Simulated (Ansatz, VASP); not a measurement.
**CuO: VASP beside Ansatz**

INCAR

```
  PREC = Accurate
  ENCUT = 520
  EDIFF = 1E-6
  ISMEAR = 0
  SIGMA = 0.05
  LREAL = False
  LASPH = True
  NELM = 150
  ALGO = Normal
  ISIF = 2
  LWAVE = False
  LCHARG = False
  LMAXMIX = 4
  LDAU = True
  LDAUTYPE = 2
  LDAUL = 2 -1
  LDAUU = 4 0
  LDAUJ = 0 0
  LDAUPRINT = 1
  GGA = PE
  NBANDS = 25
```

The input KPOINTS:

```
regular mesh
0
Gamma
  10 10 6
```

POSCAR

```
CuO
1.0
    2.0676179194     -2.2364591346      0.0000000000
    2.0676179194      2.2364591346      0.0000000000
    0.0000000000      0.0000000000      5.3544251459
Cu O
2 2
Direct
    0.0000000000      0.5000000000      0.0000000000
    0.5000000000      0.0000000000      0.5000000000
    0.5000000000      0.5000000000      0.2500000000
    0.5000000000      0.5000000000      0.7500000000
```

Input for Ansatz:

```yaml
crystal:
  lattice:
    - [2.0676179194, -2.2364591346, 0.0]
    - [2.0676179194, 2.2364591346, 0.0]
    - [0.0, 0.0, 5.3544251459]
  atoms:
    - { symbol: Cu, position: [0.0, 0.5, 0.0] }
    - { symbol: Cu, position: [0.5, 0.0, 0.5] }
    - { symbol: O, position: [0.5, 0.5, 0.25] }
    - { symbol: O, position: [0.5, 0.5, 0.75] }
basis:
  ecutwfc: 420
  fft_grid_basis: typed
kpoints:
  mp_grid: { grid: [10, 10, 6] }
hamiltonian:
  xc: pbe
  hubbard: { sites: [{ species: Cu, l: d, u_eff: 4.0 }] }
scf:
  occupations: { method: gaussian, width: 0.05 }
output:
  forces: true
  stress: true
  eigenvalues: true
  bader: true
  write_density: true
  volumetric_format: npy
  elf: true
```

Alike in both runs: task single point; functional PBE; k mesh 10 × 10 × 6; occupations gaussian, width 0.05 eV; no spin polarisation; Hubbard terms Cu d U = 4.0 eV.

|  | VASP | Ansatz |
| --- | --- | --- |
| version | VASP 6.6.1 | Ansatz 0.2.0 |
| potentials or method | VASP PAW PBE potentials, release 64 (Cu, O), cutoff 520 eV | scalar-relativistic, plane waves, PAW |
| valence electrons in the cell | 34 | 50 |

Ansatz gave:

| Property | Result |
| --- | --- |
| gap on the k mesh at the Fermi level (eV) | none |
| pressure (GPa) | -10.4 |
| traceless stress, the component that is largest in VASP (GPa) | -3.03 |

Q: Which values does VASP return?

A: gap on the k mesh at the Fermi level (eV): none; pressure (GPa): -12.7; traceless stress, the component that is largest in VASP (GPa): -3.42.

The programs project onto different local orbitals, so the same U acts differently, and such runs can settle in different states. A gap of «none» marks a metal or a gap that the smearing closes. VASP's potentials hold 34 valence electrons a cell and Ansatz's 50, so a difference there can come from the potentials and not from the codes. Ansatz's warnings: filled band counts differ across k points.
